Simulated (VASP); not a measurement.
Zr2PdO6: single point with PBE

Zr2PdO6:

```
CELL_PARAMETERS angstrom
0.00000 3.71931 3.71931
3.71931 0.00000 3.71931
3.71931 3.71931 0.00000
ATOMIC_POSITIONS crystal
Zr 0.25000 0.25000 0.25000
Zr 0.75000 0.75000 0.75000
Pd 0.00000 0.00000 0.00000
O 0.78646 0.21354 0.21354
O 0.21354 0.78646 0.78646
O 0.21354 0.78646 0.21354
O 0.78646 0.21354 0.78646
O 0.21354 0.21354 0.78646
O 0.78646 0.78646 0.21354
```

The cell was generated, and may not be a known phase.

| Property | Result |
| --- | --- |
| Program | VASP 6.6.1 |
| Task | single point |
| Functional | PBE |
| Potentials or basis | VASP PAW PBE potentials, release 64 (Zr_sv, Pd, O) |
| Cutoff | 520 eV |
| k mesh | 4 × 4 × 4 |
| Occupations | gaussian, width 0.1 eV |
| Spin | collinear spin |
| Starting moments | [0.0, 0.0, 1.0, 0.0, 0.0, 0.0, 0.0, 0.0, 0.0] μB |
| Dipole correction | no |
| Further INCAR settings | ALGO = Normal; EDIFF = 1e-07; NBANDS = 49 |

```yaml
Pressure: 69.3 GPa
Largest_force: 19.617 eV/Å
Band_gap_on_the_k_mesh: zero (filled and empty bands overlap)
Net_moment: 0.00 μB per cell
Valence_electrons_inside_the_program's_atomic_spheres: Zr 9.24; Pd 13.82; O 5.14
```

Forces on the atoms (eV/Å):
```
Zr    0.000   0.000   0.000
Zr    0.000   0.000   0.000
Pd    0.000   0.000   0.000
O    19.617   0.000   0.000
O   -19.617   0.000   0.000
O     0.000  19.617   0.000
O     0.000 -19.617   0.000
O     0.000   0.000  19.617
O     0.000   0.000 -19.617
```

Levels at points of the mesh, in eV from the Fermi level:
Spin up:
| k point | band 32 | band 33 | band 34 | band 35 | band 36 | band 37 | band 38 | band 39 |
| --- | --- | --- | --- | --- | --- | --- | --- | --- |
| (0.00, 0.00, 0.00) | -1.33 | -0.73 | -0.73 | -0.73 | -0.11 | -0.11 | 1.44 | 1.44 |
| (0.50, 0.00, 0.00) | -1.63 | -1.01 | -0.78 | -0.78 | 1.45 | 1.45 | 1.53 | 1.53 |
| (0.50, 0.50, 0.00) | -2.08 | -1.66 | -0.03 | -0.03 | 1.32 | 1.50 | 1.58 | 1.82 |
Spin down:
```csv
k point,band 33,band 34,band 35,band 36,band 37,band 38
"(0.00, 0.00, 0.00)",-0.73,-0.73,-0.73,-0.11,-0.11,1.44
"(0.50, 0.00, 0.00)",-1.01,-0.78,-0.78,1.45,1.45,1.53
"(0.50, 0.50, 0.00)",-1.66,-0.03,-0.03,1.32,1.50,1.58
```

It took 80 s on 1 thread of AMD EPYC 9R45 96-Core Processor (Zen 5), with other jobs on the host, peak memory 0.28 GiB.

Caveat: the k points lie up to 0.37 Å⁻¹ apart; forces of over 1 eV/Å act on the atoms, so gaps and moduli don't describe the material at rest.
